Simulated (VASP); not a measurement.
Input of a VASP 6.6.1 run:

File INCAR:

```
PREC = Accurate
ENCUT = 600
EDIFF = 1E-7
ISMEAR = 0
SIGMA = 0.1
LREAL = F
LASPH = T
NELM = 80
ALGO = Normal
ISIF = 3
LWAVE = F
LCHARG = F
GGA = PE
IBRION = 2
NSW = 100
EDIFFG = -0.01
```

KPOINTS

```
regular mesh
0
Gamma
  12 12 4
```

The input POSCAR:

```
AlInSbN2
1.0
    3.2045682330      0.0000000000      0.0000000000
   -1.6022841165      2.7752374979      0.0000000000
    0.0000000000      0.0000000000      9.2095605008
Al In Sb N
1 1 1 2
Direct
    0.0000000000      0.0000000000      0.3607583630
    0.3333333333      0.6666666667      0.0488460973
    0.6666666667      0.3333333333      0.7029610888
    0.6666666667      0.3333333333      0.3120048639
    0.0000000000      0.0000000000      0.5754295870
```

Potentials or basis: VASP PAW PBE potentials, release 64 (Al, In_d, Sb, N).

Run with:

```bash
$ cat potpaw_PBE.64/Al/POTCAR potpaw_PBE.64/In_d/POTCAR potpaw_PBE.64/Sb/POTCAR potpaw_PBE.64/N/POTCAR > POTCAR
$ mpirun -np 1 vasp_std > vasp.out
```

(1) Predict the space group after relaxing (to 0.05 Å).

(2) Estimate the relaxed volume.

(3) Predict the relaxed cell.

Results:

(1) P3m1 (No. 156).

(2) 16.62 Å³/atom.

(3) a = 3.193 Å, b = 3.193 Å, c = 9.410 Å, α = 90.00°, β = 90.00°, γ = 120.00°.
